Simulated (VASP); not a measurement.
Input of a VASP 6.6.1 run:

File POSCAR:

```
MgO2
1.0
    1.4763801347      0.8523884682      3.3542197199
   -1.4763801347      0.8523884682      3.3542197199
    0.0000000000     -1.7047769364      3.3542197199
Mg O
1 2
Direct
    0.0000000000      0.0000000000      0.0000000000
    0.4287860000      0.4287860000      0.4287860000
    0.5712140000      0.5712140000      0.5712140000
```

INCAR.step1

```
ALGO     = Normal         # electronic algorithm
EDIFF    = 1E-5           # SCF threshold, eV
ENCUT    = 920            # plane-wave cutoff, eV
GGA      = PE             # functional
GGA_COMPAT= F            
ISMEAR   = 0              # smearing method
LASPH    = T              # aspherical terms in the spheres
LCHARG   = F              # write CHGCAR
LREAL    = F              # projectors in reciprocal space
LWAVE    = T              # write WAVECAR
NBANDS   = 18             # bands
NELM     = 120            # most SCF steps
PREC     = Accurate       # precision mode
SIGMA    = 0.05           # smearing width, eV
```

INCAR.step2

```
ALGO     = Normal         # electronic algorithm
EDIFF    = 1E-6           # SCF threshold, eV
ENCUT    = 920            # plane-wave cutoff, eV
GGA_COMPAT= F            
ISIF     = 2              # what is computed and relaxed
ISMEAR   = 0              # smearing method
ISTART   = 1            
LASPH    = T              # aspherical terms in the spheres
LCHARG   = F              # write CHGCAR
LMIXTAU  = T            
LREAL    = F              # projectors in reciprocal space
LWAVE    = F              # write WAVECAR
METAGGA  = R2SCAN         # meta-GGA
NBANDS   = 18             # bands
NELM     = 120            # most SCF steps
PREC     = Accurate       # precision mode
SIGMA    = 0.05           # smearing width, eV
```

File KPOINTS:

```
k-points
0
Gamma
  12 12 12
```

Potentials or basis: VASP PAW PBE potentials, release 64 (Mg_sv, O).

Command:

```bash
$ cat potpaw_PBE.64/Mg_sv/POTCAR potpaw_PBE.64/O/POTCAR > POTCAR
$ cp INCAR.step1 INCAR
$ mpirun -np 1 vasp_std > vasp.out
$ cp INCAR.step2 INCAR
$ mpirun -np 1 vasp_std > vasp.out
```

What does it give for the largest force?

0.235 eV/Å.

Estimate the pressure.

32.2 GPa.

Predict the band gap on the k mesh.

3.56 eV.

Stress tensor (GPa, compression positive):
```
32.49  0.00  0.00
 0.00 32.49  0.00
 0.00  0.00 31.65
```

Caveat: the cell differs from its parent crystal (strain -0.080 along x and y, -0.040 along z); the cell stands under pressure; the PAW data sets were made with another functional, which shifts forces and pressure a little. A k mesh can miss the band edges.
